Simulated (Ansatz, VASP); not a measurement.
**One calculation of AgAs, two programs**

```xyz
4
Lattice="4.5500 0.0000 0.0000 -2.2750 3.9404 0.0000 0.0000 0.0000 5.3555" Properties=species:S:1:pos:R:3 pbc="T T T"
Ag    0.0000    2.6270    4.0166
Ag    2.2750    1.3135    1.3389
As    0.0000    2.6270    1.3389
As    2.2750    1.3135    4.0166
```

Alike in both runs: functional PBE; k mesh 12 × 12 × 10; occupations gaussian, width 0.1 eV; no spin polarisation.

Ansatz relaxed the structure, and its values are those at the end. VASP's run is a single point on that final structure, the one shown.

|  | VASP | Ansatz |
| --- | --- | --- |
| version | VASP 6.6.1 | Ansatz 0.2.0 |
| potentials or method | VASP PAW PBE potentials, release 64 (Ag, As), cutoff 520 eV | scalar-relativistic, plane waves, PAW |
| valence electrons in the cell | 32 | 68 |

|  | VASP | Ansatz | Ansatz less VASP |
| --- | --- | --- | --- |
| gap on the k mesh at the Fermi level (eV) | none | none | - |
| pressure (GPa) | 0.0 | 0.0 | 0.00 |

A gap of «none» marks a metal or a gap that the smearing closes. VASP's potentials hold 32 valence electrons a cell and Ansatz's 68, so a difference there can come from the potentials and not from the codes.
